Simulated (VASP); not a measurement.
VSi2:

```
V Si
1.0
     3.61750    0.00000    0.00000
     0.00000    3.61750    0.00000
     0.00000    0.00000    5.51959
V Si
2 4
Direct
  0.00000 0.50000 0.70000
  0.50000 0.00000 0.30000
  0.00000 0.00000 0.00000
  0.50000 0.50000 0.00000
  0.00000 0.50000 0.27000
  0.50000 0.00000 0.73000
```

| Property | Result |
| --- | --- |
| Program | VASP 6.6.1 |
| Task | relaxation of cell and atoms |
| Functional | PBE |
| Potentials or basis | VASP PAW PBE potentials, release 64 (V_sv, Si) |
| Cutoff | 600 eV |
| k mesh | 6 × 6 × 4 |
| Occupations | gaussian, width 0.1 eV |
| Spin | no spin polarisation |

At the start: pressure 26.7 GPa; volume 12.04 Å³/atom.

Task: How do energy, volume and symmetry change on relaxing?

Result: Over 26 steps the energy falls by 604.3 meV/atom and the volume is 13.88 Å³/atom (+15.3 %); space group P4/nmm (No. 129, to 0.05 Å).

Step by step:
```csv
step,energy change (eV),largest force (eV/Å),pressure (GPa),volume (Å³)
1,0.0000,2.1129,26.66,72.23
2,-0.6243,0.8546,-16.05,95.08
3,-1.2124,1.1833,-4.36,84.36
4,-1.2131,1.1940,-4.00,84.11
5,-1.5344,0.9817,-2.45,82.26
6,-1.7155,0.8240,1.23,79.98
7,-1.7182,0.9276,2.29,79.50
8,-1.8638,0.9466,-0.05,81.11
9,-2.2135,1.4944,-4.88,85.23
10,-2.7361,0.2362,-13.21,93.60
11,-2.7601,0.2721,-11.89,91.86
12,-2.7920,0.2401,-11.90,91.91
13,-2.8760,0.2479,-11.80,92.04
14,-3.0018,0.8038,-11.60,92.26
15,-2.7674,2.6760,-9.64,92.56
16,-3.0129,1.1204,-11.44,92.32
17,-3.1106,1.1193,-10.42,91.31
18,-3.3534,1.1066,-6.96,88.32
19,-3.5637,1.0677,2.20,82.49
20,-3.5914,0.7878,1.59,82.67
21,-3.6214,0.1539,0.30,83.12
22,-3.6215,0.1413,0.22,83.15
23,-3.6235,0.1153,0.09,83.22
24,-3.6254,0.0547,-0.18,83.39
25,-3.6256,0.0413,-0.01,83.31
26,-3.6256,0.0341,0.05,83.27
```

Final structure:
```cif
data_structure
_symmetry_space_group_name_H-M 'P 1'
_symmetry_Int_Tables_number 1
_cell_length_a 3.3146
_cell_length_b 3.3146
_cell_length_c 7.5794
_cell_angle_alpha 90.000
_cell_angle_beta 90.000
_cell_angle_gamma 90.000
_cell_volume 83.27
loop_
_atom_site_label
_atom_site_type_symbol
_atom_site_fract_x
_atom_site_fract_y
_atom_site_fract_z
_atom_site_occupancy
V1 V 0.00000 0.50000 0.74945 1
V2 V 0.50000 0.00000 0.25055 1
Si1 Si 0.00000 0.00000 0.00000 1
Si2 Si 0.50000 0.50000 0.00000 1
Si3 Si 0.00000 0.50000 0.41056 1
Si4 Si 0.50000 0.00000 0.58944 1
```

Caveat: the volume moved by over 15 % at a fixed basis, so the end points are rough.
